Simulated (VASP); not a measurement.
Input of a VASP 6.6.1 run:

The input INCAR:

```
  ALGO = Normal
  EDIFF = 1E-7
  EDIFFG = -0.002
  ENCUT = 600
  GGA = PS
  IBRION = 2
  ISIF = 3
  ISMEAR = -1
  LASPH = True
  LCHARG = False
  LREAL = False
  LWAVE = False
  NELM = 60
  NSW = 100
  PREC = Accurate
  PSTRESS = 150.0
  SIGMA = 0.1
```

File KPOINTS:

```
k-points
0
Gamma
  14 14 14
```

File POSCAR:

```
HfRu
1.0
    3.2086768836      0.0000000000      0.0000000000
    0.0000000000      3.2086768836      0.0000000000
    0.0000000000      0.0000000000      3.2086768836
Hf Ru
1 1
Direct
    0.0000000000      0.0000000000      0.0000000000
    0.5000000000      0.5000000000      0.5000000000
```

Potentials or basis: VASP PAW PBE potentials, release 64 (Hf_pv, Ru_pv).

The run is started by

```sh
$ cat potpaw_PBE.64/Hf_pv/POTCAR potpaw_PBE.64/Ru_pv/POTCAR > POTCAR
$ mpirun -np 1 vasp_std > vasp.out
```

Predict the space group after relaxing (to 0.1 Å).

Pm-3m (No. 221).

Predict the relaxed cell.

a = 3.138 Å, b = 3.138 Å, c = 3.138 Å, α = 90.00°, β = 90.00°, γ = 90.00°.

The path:
```
step  energy change (eV)  largest force (eV/Å)  pressure (GPa)  volume (Å³)
   1              0.0000                0.0000           -1.09        33.04
   2              1.5850                0.0000           87.75        25.72
   3              0.0727                0.0000           13.69        31.06
   4              0.0835                0.0000           14.76        30.94
   5              0.0873                0.0000           15.12        30.90
   6              0.0832                0.0000           14.74        30.94
   7              0.0861                0.0000           15.01        30.91
```

Caveat: the cell is relaxed towards a set pressure, so the run minimises the enthalpy, not the energy; the PAW data sets were made with another functional, which shifts forces and pressure a little.
